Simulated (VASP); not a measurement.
MgO, 2 atoms in the cell. Symmetry: Fm-3m, No. 225, cubic system. Conventional cell: a = 4.215 Å, b = 4.215 Å, c = 4.215 Å, α = 90.00°, β = 90.00°, γ = 90.00°. Mg (site symmetry m-3m) has 6 O at 2.11 Å within 2.8 Å. O (site symmetry m-3m) has 6 Mg at 2.11 Å within 2.8 Å. 

| Property | Result |
| --- | --- |
| Program | VASP 6.6.1 |
| Task | vibrations by perturbation theory |
| Functional | PBEsol |
| Potentials or basis | VASP PAW PBE potentials, release 64 (Mg, O) |
| Cutoff | 600 eV |
| k mesh | 8 × 8 × 8 |
| Occupations | gaussian, width 0.01 eV |
| Spin | no spin polarisation |
| Dipole correction | no |
| Further INCAR settings | ALGO = Normal; EDIFF = 1e-08; IBRION = 8; NSW = 1 |

Potentials or basis: VASP PAW PBE potentials, release 64 (Mg, O).

The run is started by

```bash
$ cat potpaw_PBE.64/Mg/POTCAR potpaw_PBE.64/O/POTCAR > POTCAR
$ mpirun -np 1 vasp_std > vasp.out
```

Hardware: 1 thread of Intel(R) Xeon(R) Platinum 8488C (Sapphire Rapids) (shared host).

Problem. Estimate the wall time of this run.

Solution. Wall time 35 s on 1 thread of Intel(R) Xeon(R) Platinum 8488C (Sapphire Rapids), on a shared host, peak memory 0.16 GiB. Counts: scf iterations 34, k points 29.
